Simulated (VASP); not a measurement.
Write the native input for VASP 6.6.1 that does the following.

| Property | Result |
| --- | --- |
| Task | single point |
| Functional | PBE |
| Dispersion | D3(BJ) |
| Potentials or basis | VASP PAW PBE potentials, release 64 (S, W_sv) |
| Cutoff | 520 eV |
| k mesh | 9 × 9 × 1 |
| Occupations | gaussian, width 0.05 eV |
| Spin | no spin polarisation |
| Dipole correction | yes |
| Further INCAR settings | ALGO = Normal; EDIFF = 1e-06; NBANDS = 35 |

The structure of WS2 lies in POSCAR:

```
WS2
1.0
    3.1595457497      0.0000000000      0.0000000000
   -1.5797728749      2.7362468836      0.0000000000
    0.0000000000      0.0000000000     23.8042575719
S W
4 2
Direct
    0.3333333333      0.6666666667      0.1890418126
    0.3333333333      0.6666666667      0.3214605103
    0.5000000000      0.6666666667      0.4953789779
    0.5000000000      0.6666666667      0.6277976756
    0.6666666667      0.3333333333      0.2552511581
    0.8333333333      0.3333333333      0.5615883234
```

This cell differs from its parent crystal: layers slid over each other.

The input as run:

INCAR

```
PREC = Accurate ; ENCUT = 520
EDIFF = 1E-6 ; ISMEAR = 0
SIGMA = 0.05 ; LREAL = False
LASPH = True ; NELM = 80
ALGO = Normal ; ISIF = 2
LWAVE = False ; LCHARG = True
LDIPOL = True ; IDIPOL = 3
DIPOL = 0.5 0.5 0.408 ; GGA = PE
IVDW = 12 ; LELF = True
LVHAR = True ; LVACPOTAV = True
NBANDS = 35
```

KPOINTS

```
Automatic mesh
0
Gamma
  9 9 1
```

Potentials or basis: VASP PAW PBE potentials, release 64 (S, W_sv).

Command:

```bash
$ cat potpaw_PBE.64/S/POTCAR potpaw_PBE.64/W_sv/POTCAR > POTCAR
$ mpirun -np 1 vasp_std > vasp.out
```

It gave:

```
Largest force              : 0.058 eV/Å
Band gap on the k mesh     : 1.92 eV
Dispersion energy per atom : -0.336 eV
```

Caveat: the cell differs from its parent crystal (layers slid over each other); spin-orbit coupling is left out, which moves the levels of the heavy elements.

Run time: 98 s on 1 thread of Intel(R) Xeon(R) 6975P-C (Granite Rapids) (shared host), peak memory 0.39 GiB.
